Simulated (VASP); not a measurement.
# Hg (P6/mmm) in VASP: relaxation of cell and atoms with PBE

Aim: the relaxation of cell and atoms of Hg with PBE.

Everything below comes from runs of VASP 6.6.1. Logs are shortened: lines on timing, memory, paths and dates and some standing lists are left out, and cuts for length are marked.

**1. The cell of the first run**

The structure is hexagonal, space group P6/mmm (No. 191). Conventional cell: a = 5.617 Å, b = 5.617 Å, c = 3.275 Å, α = 90.00°, β = 90.00°, γ = 120.00°. Hg (site symmetry -6m2) has 11 Hg at 3.24 to 3.63 Å within 4.3 Å. Hg (site symmetry 6/mmm) has 14 Hg at 3.27 to 3.63 Å within 4.3 Å.

**2. Relaxation of cell and atoms, PBE**

Input file INCAR:

```
SYSTEM = Hg
ALGO = Normal
EDIFF = 1E-7
EDIFFG = -0.02
ENCUT = 500
GGA = PE
GGA_COMPAT = .FALSE.
IBRION = 2
ISIF = 3
ISMEAR = 0
LASPH = .TRUE.
LCHARG = .FALSE.
LREAL = .FALSE.
LWAVE = .FALSE.
NELM = 120
NELMIN = 4
NSW = 90
PREC = Accurate
SIGMA = 0.1
```

Input file KPOINTS:

```
k-points
0
G
  6 6 10
  0 0 0
```

Input file POSCAR:

```
Hg
1.0
    5.6169799502      0.0000000000      0.0000000000
   -2.8084899751      4.8644473294      0.0000000000
    0.0000000000      0.0000000000      3.2746223205
Hg
3
Direct
    0.3333333333      0.6666666667      0.5000000000
    0.0000000000      0.0000000000      0.0000000000
    0.6666666667      0.3333333333      0.5000000000
```

Potentials or basis: VASP PAW PBE potentials, release 64 (Hg_sv_GW).

The run is started by

```console
> cat potpaw_PBE.64/Hg_sv_GW/POTCAR > POTCAR
> mpirun -np 1 vasp_std > vasp.out
```

OUTCAR:

```text
SYSTEM = Hg
   EDIFF = 1E-7
   EDIFFG = -0.02
   ENCUT = 500
   GGA = PE
   IBRION = 2
   ISIF = 3
   ISMEAR = 0
   LASPH = .TRUE.
   LREAL = .FALSE.
   NELM = 120
   NELMIN = 4
   NSW = 90
   PREC = Accurate

 ion  position               nearest neighbor table
   1  0.333  0.667  0.500-   3 3.24   3 3.24   3 3.24
   2  0.000  0.000  0.000-
   3  0.667  0.333  0.500-   1 3.24   1 3.24   1 3.24

  LATTYP: Found a hexagonal cell.
 ALAT       =     5.6169799502
 C/A-ratio  =     0.5829862933

  Lattice vectors:

 A1 = (   5.6169799502,   0.0000000000,   0.0000000000)
 A2 = (  -2.8084899751,   4.8644473294,   0.0000000000)
 A3 = (   0.0000000000,   0.0000000000,   3.2746223205)

Analysis of symmetry for initial positions (statically):
=====================================================================
 Subroutine PRICEL returns:
 Original cell was already a primitive cell.

 Routine SETGRP: Setting up the symmetry group for a
 hexagonal supercell.

 Subroutine GETGRP returns: Found 24 space group operations
 (whereof 24 operations were pure point group operations)
 out of a pool of 24 trial point group operations.

The static configuration has the point symmetry D_6h.

Analysis of symmetry for dynamics (positions and initial velocities):
=====================================================================
 Subroutine PRICEL returns:
 Original cell was already a primitive cell.

 Routine SETGRP: Setting up the symmetry group for a
 hexagonal supercell.

 Subroutine GETGRP returns: Found 24 space group operations
 (whereof 24 operations were pure point group operations)
 out of a pool of 24 trial point group operations.

The dynamic configuration has the point symmetry D_6h.

 Subroutine INISYM returns: Found 24 space group operations
 (whereof 24 operations are pure point group operations),
 and found     1 'primitive' translations

----------------------------------------------------------------------------------------

                                     Primitive cell

  volume of cell :      89.4742

  direct lattice vectors                    reciprocal lattice vectors
     5.616979950  0.000000000  0.000000000     0.178031613  0.102786600  0.000000000
    -2.808489975  4.864447329  0.000000000     0.000000000  0.205573199  0.000000000
     0.000000000  0.000000000  3.274622320     0.000000000  0.000000000  0.305378728

  length of vectors
     5.616979950  5.616979950  3.274622320     0.205573199  0.205573199  0.305378728

  position of ions in fractional coordinates (direct lattice)
     0.333333333  0.666666667  0.500000000
     0.000000000  0.000000000  0.000000000
     0.666666667  0.333333333  0.500000000

  ion indices of the primitive-cell ions
   primitive index   ion index
                 1           1
                 2           2
                 3           3

----------------------------------------------------------------------------------------

 KPOINTS: k-points

Automatic generation of k-mesh.
 Grid dimensions read from file:
 generate k-points for:    6    6   10

 Generating k-lattice:

  Cartesian coordinates                     Fractional coordinates (reciprocal lattice)
     0.029671935  0.017131100  0.000000000     0.166666667  0.000000000  0.000000000
     0.000000000  0.034262200  0.000000000     0.000000000  0.166666667  0.000000000
     0.000000000  0.000000000  0.030537873     0.000000000  0.000000000  0.100000000

  Length of vectors
     0.034262200  0.034262200  0.030537873

  Shift w.r.t. Gamma in fractional coordinates (k-lattice)
     0.000000000  0.000000000  0.000000000

 Subroutine IBZKPT returns following result:
 ===========================================

 Found     42 irreducible k-points:

 Following reciprocal coordinates:
            Coordinates               Weight
  0.000000  0.000000  0.000000      1.000000
  0.166667 -0.000000  0.000000      6.000000
  0.333333 -0.000000  0.000000      6.000000
  0.500000 -0.000000  0.000000      3.000000
  0.166667  0.166667  0.000000      6.000000
  0.333333  0.166667  0.000000     12.000000
[... 16 lines left out ...]
  0.166667 -0.000000  0.300000     12.000000
  0.333333 -0.000000  0.300000     12.000000
 [... further k-points ...]
   k-points           NKPTS =     42   k-points in BZ     NKDIM =     42   number of bands    NBANDS=     36
   number of dos      NEDOS =    301   number of ions     NIONS =      3
   total plane-waves  NPLWV =  42336
   dimension x,y,z NGX =    42 NGY =   42 NGZ =   24
   dimension x,y,z NGXF=    84 NGYF=   84 NGZF=   48
   ions per type =               3
   NGX,Y,Z   is equivalent  to a cutoff of  12.43, 12.43, 12.18 a.u.
   NGXF,Y,Z  is equivalent  to a cutoff of  24.86, 24.86, 24.37 a.u.
 SYSTEM =  Hg
   PREC   = accura    normal or accurate (medium, high low for compatibility)
   ISTART =      0    job   : 0-new  1-cont  2-samecut
   ICHARG =      2    charge: 1-file 2-atom 10-const
   ISPIN  =      1    spin polarized calculation?
   LNONCOLLINEAR =      F non collinear calculations
   LSORBIT =      F    spin-orbit coupling
   LASPH  =      T    aspherical Exc in radial PAW
   ENCUT  =  500.0 eV  36.75 Ry    6.06 a.u.  10.24 10.24  5.97*2*pi/ulx,y,z
   NELM   =    120;   NELMIN=  4; NELMDL= -5     # of ELM steps
   EDIFF  = 0.1E-06   stopping-criterion for ELM
   LREAL  =      F    real-space projection
   EDIFFG = -.2E-01   stopping-criterion for IOM
   NSW    =     90    number of steps for IOM
   IBRION =      2    ionic relax: 0-MD 1-quasi-New 2-CG
   NFREE  =      1    steps in history (QN), initial steepest desc. (CG)
   ISIF   =      3    stress and relaxation
   ISYM   =      2    0-nonsym 1-usesym 2-fastsym
   POTIM  = 0.5000    time-step for ionic-motion
   TEBEG  =    0.0;   TEEND  =   0.0 temperature during run
   PSTRESS=    0.0 pullay stress
   NELECT =      60.0000    total number of electrons
   NUPDOWN=      -1.0000    fix difference up-down
   EMIN   =  10.00;   EMAX   =-10.00  energy-range for DOS
   EFERMI =   0.00;   METHOD = LEGACY
   ISMEAR =     0;   SIGMA  =   0.10  broadening in eV -4-tet -1-fermi 0-gaus
   EFERMI_NEDOS =   21; number of points for ismear=-14 and -15
   IALGO  =     38    algorithm
   IMIX   =      4    mixing-type and parameters
     AMIX     =   0.40;   BMIX     =  1.00
     AMIX_MAG =   1.60;   BMIX_MAG =  1.00
  volume/ion in A,a.u.               =      29.82       201.27
  Fermi-wavevector in a.u.,A,eV,Ry     =   1.432934  2.707852 27.936823  2.053299
  Thomas-Fermi vector in A             =   2.552507
   LORBIT       =      0    0 simple, 1 ext, 2 COOP (PROOUT), +10 PAW based schemes
   GGA     = PE    functional components
   LHFCALC =     F    Hartree Fock is set to
   AEXX    =    0.0000 exact exchange contribution
   IVDW    =     0    specifies the selected vdW correction
   LEPSILON=     F    determine dielectric tensor
   LRPA    =     F    only Hartree local field effects (RPA)
 conjugate gradient relaxation of ions
 non-spin polarized calculation
 Gauss-broadening in eV      SIGMA  =   0.10
  energy-cutoff  :      500.00
  volume of cell :       89.47
 maximum number of plane-waves:      2292
 NGX is ok and might be reduce to    42
   NGX = 21   NGY = 21   NGZ = 11

--------------------------------------- Ionic step        1  -------------------------------------------

 number of electron      59.9999992 magnetization

 Free energy of the ion-electron system (eV)
  ---------------------------------------------------
  ext. energy  EPLUGINS =         0.00000000
  ---------------------------------------------------
  free energy    TOTEN  =        -0.56971374 eV

  energy without entropy =       -0.56577436  energy(sigma->0) =       -0.56774405

 E-fermi :   3.6899     XC(G=0):  -9.9577

 val. band max:        3.6664351000   @ k =   0.3333  -0.0000   0.1000
 cond. band min:       3.7082048652   @ k =   0.1667   0.1667   0.5000
 fundamental gap:      0.0417697652
 Fermi energy:         3.6898594337

 k-point     1 :       0.0000    0.0000    0.0000
  band No.  band energies     occupation
      1    -110.7764      2.00000
      2    -110.7759      2.00000
      3    -110.6174      2.00000
      4     -59.1249      2.00000
      5     -59.1249      2.00000
      6     -59.1174      2.00000
[... 28 lines left out ...]
     35      11.6683      0.00000
     36      15.9864      0.00000
[... 984 lines left out ...]
 VOLUME and BASIS-vectors are now :
 -----------------------------------------------------------------------------
  energy-cutoff  :      500.00
  volume of cell :       83.76
      direct lattice vectors                 reciprocal lattice vectors
     5.495389665  0.000000000  0.000000000     0.181970717  0.105060843  0.000000000
    -2.747694832  4.759147054 -0.000000000    -0.000000000  0.210121685  0.000000000
     0.000000000 -0.000000000  3.202505704    -0.000000000  0.000000000  0.312255494

 POSITION                                       TOTAL-FORCE (eV/Angst)
 -----------------------------------------------------------------------------------
     -0.00000      3.17276      1.60125        -0.000000     -0.000000     -0.000000
     -2.74769      4.75915     -0.00000         0.000000     -0.000000     -0.000000
      2.74769      1.58638      1.60125         0.000000      0.000000      0.000000
 -----------------------------------------------------------------------------------
    total drift:                               -0.000000      0.000000     -0.000000

  FREE ENERGIE OF THE ION-ELECTRON SYSTEM (eV)
  ---------------------------------------------------
  free  energy   TOTEN  =        -0.5999268157 eV

  energy  without entropy=       -0.5981461486  energy(sigma->0) =       -0.59903648

--------------------------------------- Ionic step        4  -------------------------------------------

 number of electron      59.9999999 magnetization

 Free energy of the ion-electron system (eV)
  ---------------------------------------------------
  ext. energy  EPLUGINS =         0.00000000
  ---------------------------------------------------
  free energy    TOTEN  =        -0.60019338 eV

  energy without entropy =       -0.59853037  energy(sigma->0) =       -0.59936187

 E-fermi :   4.2142     XC(G=0): -10.3703

 val. band max:        4.1989582215   @ k =   0.5000  -0.0000   0.5000
 cond. band min:       4.3314119923   @ k =   0.0000   0.0000   0.3000
 fundamental gap:      0.1324537708
 Fermi energy:         4.2141855979

 k-point     1 :       0.0000    0.0000    0.0000
  band No.  band energies     occupation
      1    -110.2602      2.00000
      2    -110.2594      2.00000
      3    -110.0785      2.00000
      4     -58.6084      2.00000
      5     -58.6084      2.00000
      6     -58.5956      2.00000
[... 28 lines left out ...]
     35      12.6002      0.00000
     36      17.1964      0.00000
[... 910 lines left out ...]
 VOLUME and BASIS-vectors are now :
 -----------------------------------------------------------------------------
  energy-cutoff  :      500.00
  volume of cell :       83.16
      direct lattice vectors                 reciprocal lattice vectors
     5.482306467  0.000000000  0.000000000     0.182404980  0.105311564  0.000000000
    -2.741153233  4.747816671 -0.000000000    -0.000000000  0.210623128  0.000000000
     0.000000000 -0.000000000  3.194745906    -0.000000000  0.000000000  0.313013939

 POSITION                                       TOTAL-FORCE (eV/Angst)
 -----------------------------------------------------------------------------------
     -0.00000      3.16521      1.59737         0.000000     -0.000000      0.000000
      5.48231     -0.00000      3.19475         0.000000     -0.000000     -0.000000
      2.74115      1.58261      1.59737        -0.000000      0.000000     -0.000000
 -----------------------------------------------------------------------------------
    total drift:                                0.000000      0.000000     -0.000000

  FREE ENERGIE OF THE ION-ELECTRON SYSTEM (eV)
  ---------------------------------------------------
  free  energy   TOTEN  =        -0.6001933769 eV

  energy  without entropy=       -0.5985303676  energy(sigma->0) =       -0.59936187

 reached required accuracy - stopping structural energy minimisation
```

Wall time 8.9 min (1 thread of Intel Xeon Platinum 8259CL at 2.50GHz (Skylake/Cascade Lake), shared host); peak memory 0.28 GiB.

Results:

| Quantity | Value |
| --- | --- |
| Free energy | -0.6002 eV |
| Relaxed volume | 27.72 Å³/atom |
| Relaxed cell | a = 5.482 Å, b = 5.482 Å, c = 3.195 Å, α = 90.00°, β = 90.00°, γ = 120.00° |
| Space group after relaxing (to 0.1 Å) | P6/mmm (No. 191) |
| Energy gained by relaxing | 10.2 meV/atom |
| Ionic steps | 4 |
| Pressure after relaxing | 0.0 GPa |
| Band gap on the k mesh | zero (bands 30 and 31 overlap by 2.87 eV) |

The path:
```csv
step,energy change (eV),largest force (eV/Å),pressure (GPa),volume (Å³)
1,0.0000,0.0000,-1.37,89.47
2,-0.0227,0.0000,-0.79,86.22
3,-0.0302,0.0000,-0.16,83.76
4,-0.0305,0.0000,0.02,83.16
```

Final structure:
```yaml
crystal:
  lattice:
    - [5.48231, 0.00000, 0.00000]
    - [-2.74115, 4.74782, 0.00000]
    - [0.00000, 0.00000, 3.19475]
  atoms:
    - { symbol: Hg, position: [0.33333, 0.66667, 0.50000] }
    - { symbol: Hg, position: [0.00000, 0.00000, 0.00000] }
    - { symbol: Hg, position: [0.66667, 0.33333, 0.50000] }
```

Levels at points of the mesh, in eV from the Fermi level:
| k point | band 27 | band 28 | band 29 | band 30 | band 31 | band 32 | band 33 | band 34 |
| --- | --- | --- | --- | --- | --- | --- | --- | --- |
| (0.00, 0.00, 0.00) | -5.52 | -5.52 | -1.28 | -0.95 | 1.98 | 1.98 | 2.06 | 2.06 |
| (0.50, 0.00, 0.00) | -5.51 | -5.19 | -5.05 | -1.69 | -0.71 | 5.76 | 5.76 | 7.78 |
| (0.00, 0.00, 0.50) | -5.29 | -2.97 | -2.40 | 2.16 | 3.09 | 3.38 | 3.76 | 4.24 |
| (0.50, 0.00, 0.50) | -5.41 | -1.51 | -1.42 | -0.85 | -0.02 | 2.16 | 2.63 | 3.42 |

Caveat: spin-orbit coupling is left out, which moves the levels of the heavy elements.
